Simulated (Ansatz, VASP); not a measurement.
**C: VASP beside Ansatz**

Contents of INCAR:

```
ALGO = Normal ; EDIFF = 1E-6
ENCUT = 520 ; GGA = PS
ISIF = 2 ; ISMEAR = 0
LASPH = T ; LCHARG = F
LREAL = F ; LWAVE = F
NBANDS = 16 ; NELM = 80
PREC = Accurate ; SIGMA = 0.15
```

KPOINTS

```
k-points
0
Gamma
  18 18 6
```

The input POSCAR:

```
C
1.0
    2.5160214960      0.0000000000      0.0000000000
   -1.2580107480      2.1293252536      0.0000000000
    0.0000000000      0.0000000000      7.2458067263
C
4
Direct
   -0.1732438402      0.0000000000      0.0025000000
    0.1732438402      0.0000000000      0.5025000000
    0.1600733669      0.6666666667      0.0025000000
    0.8399266331      0.3333333333      0.5025000000
```

Input for Ansatz:

```yaml
crystal:
  lattice:
    - [2.516021496, 0.0, 0.0]
    - [-1.258010748, 2.1293252536, 0.0]
    - [0.0, 0.0, 7.2458067263]
  atoms:
    - { symbol: C, position: [-0.1732438402, 0.0, 0.0025] }
    - { symbol: C, position: [0.1732438402, 0.0, 0.5025] }
    - { symbol: C, position: [0.1600733669, 0.6666666667, 0.0025] }
    - { symbol: C, position: [0.8399266331, 0.3333333333, 0.5025] }
basis:
  ecutwfc: 520.0
kpoints:
  mp_grid: { grid: [18, 18, 6] }
hamiltonian:
  xc: pbesol
  pseudopotentials: { kind: paw, azcp: { folder: soft_1 } }
scf:
  occupations: { method: gaussian, width: 0.15 }
output:
  forces: true
  stress: true
  eigenvalues: true
```

Change from the starting cell: mode 4 frozen in at -0.426 Å, normal strain along x +0.0233.

Alike in both runs: task single point; functional PBEsol; k mesh 18 × 18 × 6; occupations gaussian, width 0.15 eV; no spin polarisation.

|  | VASP | Ansatz |
| --- | --- | --- |
| version | VASP 6.6.1 | Ansatz 0.2.0 |
| potentials or method | VASP PAW PBE potentials, release 64 (C), cutoff 520 eV | scalar-relativistic, plane waves, PAW |
| valence electrons in the cell | 16 | 16 |

```csv
,VASP,Ansatz,Ansatz less VASP
gap on the k mesh at the Fermi level (eV),0.19,0.19,0.000
least direct gap on the mesh (eV),0.19,0.19,0.000
pressure (GPa),-7.7,-8.3,-0.64
"traceless stress, the component that is largest in VASP (GPa)",-13.24,-13.57,-0.322
rms of the force components (eV/Å),0.136,0.132,-0.0036
```

VASP's potentials were made for PBE, not for PBEsol, and Ansatz warns of the same on its side. Atom by atom the forces differ by 0.004 eV/Å (rms over components).
